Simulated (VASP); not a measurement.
# CoO (Pm-3m) in VASP: a series of runs

Runs on CoO. Level: r2SCAN+U. Tasks: single point.

Program: VASP 6.6.1. These are calculated values, not measurements. Logs are shortened: lines on timing, memory, paths and dates and some standing lists are left out, and cuts for length are marked.

## Step 1: The cell of the first run

The structure is cubic, space group Pm-3m (No. 221). The conventional cell has a = 2.502 Å, b = 2.502 Å, c = 2.502 Å, α = 90.00°, β = 90.00°, γ = 90.00°. Within 2.9 Å of Co (site symmetry m-3m) lie 8 O at 2.17 Å and 6 Co at 2.50 Å. Within 2.9 Å of O (site symmetry m-3m) lie 8 Co at 2.17 Å and 6 O at 2.50 Å.

## Step 2: Single point, r2SCAN+U

File POSCAR:

```
CoO
1.0
    2.5024186096      0.0000000000      0.0000000000
    0.0000000000      2.5024186096      0.0000000000
    0.0000000000      0.0000000000      2.5024186096
Co O
1 1
Direct
    0.0000000000      0.0000000000      0.0000000000
    0.5000000000      0.5000000000      0.5000000000
```

File INCAR.step1:

```
SYSTEM = CoO
PREC     = Accurate       ! precision mode
ENCUT    = 660            ! plane-wave cutoff, eV
ISMEAR   = 0              ! smearing method
SIGMA    = 0.02           ! smearing width, eV
LREAL    = .False.        ! projectors in reciprocal space
LASPH    = .True.         ! aspherical terms in the spheres
NELM     = 200            ! most SCF steps
LMAXMIX  = 4              ! l up to which the mixer works
LDAU     = .True.         ! DFT+U
LDAUTYPE = 2            
LDAUL    = 2 -1           ! shell
LDAUU    = 3.32 0         ! U, eV
LDAUJ    = 0 0          
NBANDS   = 18             ! bands
GGA      = PE             ! functional
ALGO     = Normal         ! electronic algorithm
EDIFF    = 1E-5           ! SCF threshold, eV
LWAVE    = .True.         ! write WAVECAR
LCHARG   = .False.        ! write CHGCAR
GGA_COMPAT= .False.
```

File INCAR.step2:

```
SYSTEM = CoO
PREC     = Accurate       ! precision mode
ENCUT    = 660            ! plane-wave cutoff, eV
EDIFF    = 1E-6           ! SCF threshold, eV
ISMEAR   = 0              ! smearing method
SIGMA    = 0.02           ! smearing width, eV
LREAL    = .False.        ! projectors in reciprocal space
LASPH    = .True.         ! aspherical terms in the spheres
NELM     = 200            ! most SCF steps
ALGO     = Normal         ! electronic algorithm
ISIF     = 2              ! what is computed and relaxed
LWAVE    = .False.        ! write WAVECAR
LCHARG   = .False.        ! write CHGCAR
LMAXMIX  = 4              ! l up to which the mixer works
LDAU     = .True.         ! DFT+U
LDAUTYPE = 2            
LDAUL    = 2 -1           ! shell
LDAUU    = 3.32 0         ! U, eV
LDAUJ    = 0 0          
LDAUPRINT= 1            
METAGGA  = R2SCAN         ! meta-GGA
LMIXTAU  = .True.       
NBANDS   = 18             ! bands
ISTART   = 1            
GGA_COMPAT= .False.
```

File KPOINTS:

```
regular mesh
0
Gamma
  10 10 10
  0 0 0
```

Potentials or basis: VASP PAW PBE potentials, release 64 (Co_sv, O).

Started as:

```sh
$ cat potpaw_PBE.64/Co_sv/POTCAR potpaw_PBE.64/O/POTCAR > POTCAR
$ cp INCAR.step1 INCAR
$ mpirun -np 1 vasp_std > vasp.out
$ cp INCAR.step2 INCAR
$ mpirun -np 1 vasp_std > vasp.out
```

OUTCAR:

```text
SYSTEM = CoO
   PREC = Accurate
   ENCUT = 660
   EDIFF = 1E-6
   ISMEAR = 0
   LREAL = .False.
   LASPH = .True.
   NELM = 200
   ISIF = 2
   METAGGA = R2SCAN
   ISTART = 1

 ion  position               nearest neighbor table
   1  0.000  0.000  0.000-   2 2.17   2 2.17   2 2.17   2 2.17   2 2.17   2 2.17   2 2.17   2 2.17

   2  0.500  0.500  0.500-   1 2.17   1 2.17   1 2.17   1 2.17   1 2.17   1 2.17   1 2.17   1 2.17

  LATTYP: Found a simple cubic cell.
 ALAT       =     2.5024186096

  Lattice vectors:

 A1 = (   2.5024186096,   0.0000000000,   0.0000000000)
 A2 = (   0.0000000000,   2.5024186096,   0.0000000000)
 A3 = (   0.0000000000,   0.0000000000,   2.5024186096)

Analysis of symmetry for initial positions (statically):
=====================================================================
 Subroutine PRICEL returns:
 Original cell was already a primitive cell.

 Routine SETGRP: Setting up the symmetry group for a
 simple cubic supercell.

 Subroutine GETGRP returns: Found 48 space group operations
 (whereof 48 operations were pure point group operations)
 out of a pool of 48 trial point group operations.

The static configuration has the point symmetry O_h .

Analysis of symmetry for dynamics (positions and initial velocities):
=====================================================================
 Subroutine PRICEL returns:
 Original cell was already a primitive cell.

 Routine SETGRP: Setting up the symmetry group for a
 simple cubic supercell.

 Subroutine GETGRP returns: Found 48 space group operations
 (whereof 48 operations were pure point group operations)
 out of a pool of 48 trial point group operations.

The dynamic configuration has the point symmetry O_h .

 Subroutine INISYM returns: Found 48 space group operations
 (whereof 48 operations are pure point group operations),
 and found     1 'primitive' translations

----------------------------------------------------------------------------------------

                                     Primitive cell

  volume of cell :      15.6704

  direct lattice vectors                    reciprocal lattice vectors
     2.502418610  0.000000000  0.000000000     0.399613396  0.000000000  0.000000000
     0.000000000  2.502418610  0.000000000     0.000000000  0.399613396  0.000000000
     0.000000000  0.000000000  2.502418610     0.000000000  0.000000000  0.399613396

  length of vectors
     2.502418610  2.502418610  2.502418610     0.399613396  0.399613396  0.399613396

  position of ions in fractional coordinates (direct lattice)
     0.000000000  0.000000000  0.000000000
     0.500000000  0.500000000  0.500000000

  ion indices of the primitive-cell ions
   primitive index   ion index
                 1           1
                 2           2

----------------------------------------------------------------------------------------

 KPOINTS: regular mesh

Automatic generation of k-mesh.
 Grid dimensions read from file:
 generate k-points for:   10   10   10

 Generating k-lattice:

  Cartesian coordinates                     Fractional coordinates (reciprocal lattice)
     0.039961340  0.000000000  0.000000000     0.100000000  0.000000000  0.000000000
     0.000000000  0.039961340  0.000000000     0.000000000  0.100000000  0.000000000
     0.000000000  0.000000000  0.039961340     0.000000000  0.000000000  0.100000000

  Length of vectors
     0.039961340  0.039961340  0.039961340

  Shift w.r.t. Gamma in fractional coordinates (k-lattice)
     0.000000000  0.000000000  0.000000000

 Subroutine IBZKPT returns following result:
 ===========================================

 Found     56 irreducible k-points:

 Following reciprocal coordinates:
            Coordinates               Weight
  0.000000  0.000000  0.000000      1.000000
  0.100000  0.000000  0.000000      6.000000
  0.200000  0.000000  0.000000      6.000000
  0.300000  0.000000  0.000000      6.000000
  0.400000  0.000000  0.000000      6.000000
  0.500000  0.000000  0.000000      3.000000
[... 16 lines left out ...]
  0.200000  0.100000  0.100000     24.000000
  0.300000  0.100000  0.100000     24.000000
 [... further k-points ...]
   k-points           NKPTS =     56   k-points in BZ     NKDIM =     56   number of bands    NBANDS=     18
   number of dos      NEDOS =    301   number of ions     NIONS =      2
   total plane-waves  NPLWV =  13824
   dimension x,y,z NGX =    24 NGY =   24 NGZ =   24
   dimension x,y,z NGXF=    48 NGYF=   48 NGZF=   48
   ions per type =               1   1
   NGX,Y,Z   is equivalent  to a cutoff of  15.94, 15.94, 15.94 a.u.
   NGXF,Y,Z  is equivalent  to a cutoff of  31.89, 31.89, 31.89 a.u.
 SYSTEM =  CoO
   PREC   = accura    normal or accurate (medium, high low for compatibility)
   ISTART =      1    job   : 0-new  1-cont  2-samecut
   ICHARG =      0    charge: 1-file 2-atom 10-const
   ISPIN  =      1    spin polarized calculation?
   LNONCOLLINEAR =      F non collinear calculations
   LSORBIT =      F    spin-orbit coupling
   LASPH  =      T    aspherical Exc in radial PAW
   ENCUT  =  660.0 eV  48.51 Ry    6.96 a.u.   5.24  5.24  5.24*2*pi/ulx,y,z
   NELM   =    200;   NELMIN=  2; NELMDL=  0     # of ELM steps
   EDIFF  = 0.1E-05   stopping-criterion for ELM
   LREAL  =      F    real-space projection
   EDIFFG = 0.1E-04   stopping-criterion for IOM
   NSW    =      0    number of steps for IOM
   IBRION =     -1    ionic relax: 0-MD 1-quasi-New 2-CG
   NFREE  =      0    steps in history (QN), initial steepest desc. (CG)
   ISIF   =      2    stress and relaxation
   ISYM   =      2    0-nonsym 1-usesym 2-fastsym
   POTIM  = 0.5000    time-step for ionic-motion
   TEBEG  =    0.0;   TEEND  =   0.0 temperature during run
   PSTRESS=    0.0 pullay stress
   NELECT =      23.0000    total number of electrons
   NUPDOWN=      -1.0000    fix difference up-down
   EMIN   =  10.00;   EMAX   =-10.00  energy-range for DOS
   EFERMI =   0.00;   METHOD = LEGACY
   ISMEAR =     0;   SIGMA  =   0.02  broadening in eV -4-tet -1-fermi 0-gaus
   EFERMI_NEDOS =   21; number of points for ismear=-14 and -15
   IALGO  =     38    algorithm
   IMIX   =      4    mixing-type and parameters
     AMIX     =   0.40;   BMIX     =  1.00
     AMIX_MAG =   1.60;   BMIX_MAG =  1.00
  volume/ion in A,a.u.               =       7.84        52.87
  Fermi-wavevector in a.u.,A,eV,Ry     =   1.860476  3.515790 47.094827  3.461372
  Thomas-Fermi vector in A             =   2.908479
   LORBIT       =      0    0 simple, 1 ext, 2 COOP (PROOUT), +10 PAW based schemes
 LDA+U is selected, type is set to LDAUTYPE =  2
   angular momentum for each species LDAUL =     2   -1
   U (eV)           for each species LDAUU =   3.3  0.0
   J (eV)           for each species LDAUJ =   0.0  0.0
   METAGGA = R2SCAN    functional components
   LHFCALC =     F    Hartree Fock is set to
   AEXX    =    0.0000 exact exchange contribution
   IVDW    =     0    specifies the selected vdW correction
   LEPSILON=     F    determine dielectric tensor
   LRPA    =     F    only Hartree local field effects (RPA)
 non-spin polarized calculation
 Gauss-broadening in eV      SIGMA  =   0.02
  energy-cutoff  :      660.00
  volume of cell :       15.67
 maximum number of plane-waves:       624
 NGX is ok and might be reduce to    24
   NGX = 11   NGY = 11   NGZ = 11

atom =   1  type =  1  l = 2

 onsite density matrix

spin component  1

  0.5699  0.0000 -0.0000 -0.0000  0.0000
  0.0000  0.5699 -0.0000  0.0000  0.0000
 -0.0000 -0.0000  0.8909 -0.0000 -0.0000
 -0.0000  0.0000 -0.0000  0.5699  0.0000
  0.0000  0.0000 -0.0000  0.0000  0.8909

spin component  2

  0.5699  0.0000 -0.0000 -0.0000  0.0000
  0.0000  0.5699 -0.0000  0.0000  0.0000
 -0.0000 -0.0000  0.8909 -0.0000 -0.0000
 -0.0000  0.0000 -0.0000  0.5699  0.0000
  0.0000  0.0000 -0.0000  0.0000  0.8909

 occupancies and eigenvectors

  o =  0.5699  v =  1.0000  0.0000  0.0000  0.0000  0.0000  0.0000  0.0000  0.0000  0.0000  0.0000      0.0000  0.0000  0.0000  0.0000  0.0000  0.0000  0.0000  0.0000  0.0000  0.0000
  o =  0.5699  v =  0.0000  0.0000  0.0000  0.0000  0.0000  1.0000  0.0000  0.0000  0.0000  0.0000      0.0000  0.0000  0.0000  0.0000  0.0000  0.0000  0.0000  0.0000  0.0000  0.0000
  o =  0.5699  v =  0.0000 -0.5909  0.0000  0.8067 -0.0000  0.0000  0.0000  0.0000  0.0000  0.0000      0.0000  0.0000  0.0000  0.0000  0.0000  0.0000  0.0000  0.0000  0.0000  0.0000
  o =  0.5699  v =  0.0000  0.0000  0.0000  0.0000  0.0000  0.0000 -0.5909  0.0000  0.8067 -0.0000      0.0000  0.0000  0.0000  0.0000  0.0000  0.0000  0.0000  0.0000  0.0000  0.0000
  o =  0.5699  v =  0.0000 -0.8067  0.0000 -0.5909 -0.0000  0.0000  0.0000  0.0000  0.0000  0.0000      0.0000  0.0000  0.0000  0.0000  0.0000  0.0000  0.0000  0.0000  0.0000  0.0000
  o =  0.5699  v =  0.0000  0.0000  0.0000  0.0000  0.0000  0.0000 -0.8067  0.0000 -0.5909 -0.0000      0.0000  0.0000  0.0000  0.0000  0.0000  0.0000  0.0000  0.0000  0.0000  0.0000
  o =  0.8909  v =  0.0000  0.0000  0.0000  0.0000  0.0000  0.0000 -0.0000  0.0049  0.0000  1.0000      0.0000  0.0000  0.0000  0.0000  0.0000  0.0000  0.0000  0.0000  0.0000  0.0000
  o =  0.8909  v =  0.0000 -0.0000  0.0049  0.0000  1.0000  0.0000  0.0000  0.0000  0.0000  0.0000      0.0000  0.0000  0.0000  0.0000  0.0000  0.0000  0.0000  0.0000  0.0000  0.0000
  o =  0.8909  v =  0.0000  0.0000  0.0000  0.0000  0.0000  0.0000  0.0000  1.0000 -0.0000 -0.0049      0.0000  0.0000  0.0000  0.0000  0.0000  0.0000  0.0000  0.0000  0.0000  0.0000
  o =  0.8909  v =  0.0000  0.0000  1.0000 -0.0000 -0.0049  0.0000  0.0000  0.0000  0.0000  0.0000      0.0000  0.0000  0.0000  0.0000  0.0000  0.0000  0.0000  0.0000  0.0000  0.0000

 number of electron      22.9999987 magnetization

 Free energy of the ion-electron system (eV)
  ---------------------------------------------------
  ext. energy  EPLUGINS =         0.00000000
  ---------------------------------------------------
  free energy    TOTEN  =       -15.76561109 eV

  energy without entropy =      -15.76481878  energy(sigma->0) =      -15.76521493

 E-fermi :  11.5784     XC(G=0): -14.9649

 val. band max:       11.5673173217   @ k =   0.4000   0.0000   0.0000
 cond. band min:      11.5788014976   @ k =   0.5000   0.0000   0.0000
 fundamental gap:      0.0114841759
 Fermi energy:        11.5784128607

 k-point     1 :       0.0000    0.0000    0.0000
  band No.  band energies     occupation
      1     -86.3557      2.00000
      2     -48.2225      2.00000
      3     -48.2225      2.00000
      4     -48.2225      2.00000
      5     -11.3318      2.00000
      6       7.2485      2.00000
[... 10 lines left out ...]
     17      35.4659      0.00000
     18      35.4659      0.00000

 k-point     2 :       0.1000    0.0000    0.0000
  band No.  band energies     occupation
      1     -86.3540      2.00000
      2     -48.2391      2.00000
      3     -48.2209      2.00000
      4     -48.2209      2.00000
      5     -11.2101      2.00000
      6       6.4195      2.00000
[... 10 lines left out ...]
     17      35.1705      0.00000
     18      35.1705      0.00000
[... 442 lines left out ...]
 k-point    24 :       0.3000    0.1000    0.1000
  band No.  band energies     occupation
      1     -86.3407      2.00000
      2     -48.3343      2.00000
      3     -48.2278      2.00000
      4     -48.2267      2.00000
      5     -10.2312      2.00000
      6       3.4592      2.00000
[... 10 lines left out ...]
     17      32.3756      0.00000
     18      32.6036      0.00000

 [... further k-points ...]
[... 5 lines left out ...]
  --------------------------------------------------------------------------------------
  -------------------------------------------------------------------------------------
  Total        0.6783587      0.6783587      0.6783587      0.0000000      0.0000000      0.0000000
  in kB       69.3569630     69.3569630     69.3569630      0.0000000      0.0000000      0.0000000
  external PRESSURE =      69.3569630 kB  Pullay stress =       0.0000000 kB

 VOLUME and BASIS-vectors are now :
 -----------------------------------------------------------------------------
  energy-cutoff  :      660.00
  volume of cell :       15.67
      direct lattice vectors                 reciprocal lattice vectors
     2.502418610  0.000000000  0.000000000     0.399613396  0.000000000  0.000000000
     0.000000000  2.502418610  0.000000000     0.000000000  0.399613396  0.000000000
     0.000000000  0.000000000  2.502418610     0.000000000  0.000000000  0.399613396

 POSITION                                       TOTAL-FORCE (eV/Angst)
 -----------------------------------------------------------------------------------
      0.00000      0.00000      0.00000         0.000000      0.000000      0.000000
      1.25121      1.25121      1.25121         0.000000      0.000000      0.000000
 -----------------------------------------------------------------------------------
    total drift:                                0.000000      0.000000     -0.000000

  FREE ENERGIE OF THE ION-ELECTRON SYSTEM (eV)
  ---------------------------------------------------
  free  energy   TOTEN  =       -15.7656110872 eV

  energy  without entropy=      -15.7648187817  energy(sigma->0) =      -15.76521493
```

It took 31 s on 1 thread of Intel Xeon 6975P-C (Granite Rapids), shared host; peak memory 0.15 GiB.

What came out:

```
Free energy : -15.7656 eV
Pressure    : 6.9 GPa
```

Levels at points of the mesh, in eV from the Fermi level:
```
           k point  band 7  band 8  band 9  band 10  band 11  band 12  band 13  band 14  band 15  band 16
(0.00, 0.00, 0.00)   -4.33   -3.66   -3.66    -3.66    -0.12    -0.12    -0.12     2.70    17.26    17.26
(0.50, 0.00, 0.00)   -4.61   -4.61   -3.87    -0.95     0.00     1.23     1.23     8.26    10.58    17.62
(0.50, 0.50, 0.00)   -7.55   -3.68   -2.63    -1.04    -0.97    -0.97    -0.75     7.83    13.73    13.73
(0.50, 0.50, 0.50)   -8.23   -8.23   -0.70    -0.70     1.62     1.62     1.62     8.34     8.34     8.34
```

Eigenvalues of the final occupation matrices:
| site | spin | trace | eigenvalues |
| --- | --- | --- | --- |
| site 1 d | 1 | 3.49 | 0.57 0.57 0.57 0.89 0.89 |
| site 1 d | 2 | 3.49 | 0.57 0.57 0.57 0.89 0.89 |

Caveat: the PAW data sets were made with another functional, which shifts forces and pressure a little; an odd number of electrons without spin polarisation forces a metal; a magnetic or distorted state may lie lower; the run has no spin polarisation, though such a crystal can be magnetic; U without spin polarisation on a metal has little footing. Spin polarisation is off, so any magnetic state and its effect on volume and gap are missing.

## Step 3: Single point, r2SCAN+U

This run uses another cell than the first one, of 8.15 Å³/atom, 1.040 times its volume.

File POSCAR:

```
CoO
1.0
    2.5353006867      0.0000000000      0.0000000000
    0.0000000000      2.5353006867      0.0000000000
    0.0000000000      0.0000000000      2.5353006867
Co O
1 1
Direct
    0.0000000000      0.0000000000      0.0000000000
    0.5000000000      0.5000000000      0.5000000000
```

File INCAR.step1:

```
  PREC = Accurate
  ENCUT = 660
  ISMEAR = 0
  SIGMA = 0.02
  LREAL = False
  LASPH = True
  NELM = 200
  LMAXMIX = 4
  LDAU = True
  LDAUTYPE = 2
  LDAUL = 2 -1
  LDAUU = 3.32 0
  LDAUJ = 0 0
  NBANDS = 18
  GGA = PE
  ALGO = Normal
  EDIFF = 1E-5
  LWAVE = True
  LCHARG = False
  GGA_COMPAT = False
```

File INCAR.step2:

```
  PREC = Accurate
  ENCUT = 660
  EDIFF = 1E-6
  ISMEAR = 0
  SIGMA = 0.02
  LREAL = False
  LASPH = True
  NELM = 200
  ALGO = Normal
  ISIF = 2
  LWAVE = False
  LCHARG = False
  LMAXMIX = 4
  LDAU = True
  LDAUTYPE = 2
  LDAUL = 2 -1
  LDAUU = 3.32 0
  LDAUJ = 0 0
  LDAUPRINT = 1
  METAGGA = R2SCAN
  LMIXTAU = True
  NBANDS = 18
  ISTART = 1
  GGA_COMPAT = False
```

File KPOINTS:

```
Automatic mesh
0
Gamma
  10 10 10
```

Potentials or basis: VASP PAW PBE potentials, release 64 (Co_sv, O).

Started as:

```sh
$ cat potpaw_PBE.64/Co_sv/POTCAR potpaw_PBE.64/O/POTCAR > POTCAR
$ cp INCAR.step1 INCAR
$ mpirun -np 1 vasp_std > vasp.out
$ cp INCAR.step2 INCAR
$ mpirun -np 1 vasp_std > vasp.out
```

Run time: 29 s. Hardware: 1 thread of Intel Xeon 6975P-C (Granite Rapids), shared host; peak memory 0.16 GiB.

Results (log left out):

* Free energy: -15.7791 eV
* Pressure: -3.4 GPa

Levels at points of the mesh, in eV from the Fermi level:
```csv
k point,band 9,band 10,band 11,band 12,band 13,band 14
"(0.00, 0.00, 0.00)",-3.49,-3.49,-0.10,-0.10,-0.10,2.36
"(0.50, 0.00, 0.00)",-3.72,-0.98,0.01,1.17,1.17,7.94
"(0.50, 0.50, 0.00)",-2.50,-1.01,-0.89,-0.89,-0.80,7.55
"(0.50, 0.50, 0.50)",-0.75,-0.75,1.54,1.54,1.54,8.22
```

Eigenvalues of the final occupation matrices:
```csv
site,spin,trace,eigenvalues
site 1 d,1,3.48,0.57 0.57 0.57 0.89 0.89
site 1 d,2,3.48,0.57 0.57 0.57 0.89 0.89
```

Caveat: the PAW data sets were made with another functional, which shifts forces and pressure a little; an odd number of electrons without spin polarisation forces a metal; a magnetic or distorted state may lie lower; the run has no spin polarisation, though such a crystal can be magnetic; U without spin polarisation on a metal has little footing. Spin polarisation is off, so any magnetic state and its effect on volume and gap are missing.

(Part 1 of 2 ends here.)
